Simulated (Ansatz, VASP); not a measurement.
Two plane-wave programs on C

INCAR

```
SYSTEM = C
  ALGO = Normal
  EDIFF = 1E-6
  ENCUT = 520
  GGA = PE
  ISIF = 2
  ISMEAR = 0
  LASPH = .True.
  LCHARG = .True.
  LELF = .True.
  LREAL = .False.
  LVHAR = .True.
  LWAVE = .False.
  NBANDS = 11
  NELM = 80
  PREC = Accurate
  SIGMA = 0.05
```

KPOINTS

```
k-points
0
Gamma
  12 12 12
  0 0 0
```

POSCAR

```
C
1.0
    0.0000000000      1.7427294935      1.7852520932
    1.7427294935      0.0000000000      1.7852520932
    1.7427294935      1.7427294935      0.0000000000
C
2
Direct
    0.5000000000      0.5000000000      0.5000000000
    0.7500000000      0.7500000000      0.7500000000
```

Input for Ansatz:

```yaml
crystal:
  lattice:
    - [0.0, 1.7427294935, 1.7852520932]
    - [1.7427294935, 0.0, 1.7852520932]
    - [1.7427294935, 1.7427294935, 0.0]
  atoms:
    - { symbol: C, position: [0.5, 0.5, 0.5] }
    - { symbol: C, position: [0.75, 0.75, 0.75] }
basis:
  ecutwfc: 520.0
kpoints:
  mp_grid: { grid: [12, 12, 12] }
hamiltonian:
  xc: pbe
  pseudopotentials: { kind: paw, azcp: { folder: soft_1 } }
scf:
  occupations: { method: gaussian, width: 0.05 }
output:
  forces: true
  stress: true
  eigenvalues: true
  write_density: true
  write_potential: true
  elf: true
  volumetric_format: npy
```

Alike in both runs: task single point; functional PBE; k mesh 12 × 12 × 12; occupations gaussian, width 0.05 eV; no spin polarisation.

|  | VASP | Ansatz |
| --- | --- | --- |
| version | VASP 6.6.1 | Ansatz 0.2.0 |
| potentials or method | VASP PAW PBE potentials, release 64 (C), cutoff 520 eV | scalar-relativistic, plane waves, PAW |
| valence electrons in the cell | 8 | 8 |

```csv
,VASP,Ansatz,Ansatz less VASP
gap on the k mesh at the Fermi level (eV),3.94,3.95,+0.009
least direct gap on the mesh (eV),5.49,5.49,+0.004
pressure (GPa),24.2,23.3,-0.82
"traceless stress, the component that is largest in VASP (GPa)",-16.07,-16.07,-0.007
```

With one functional, cell and mesh, what is left measures potentials, basis and numerics.
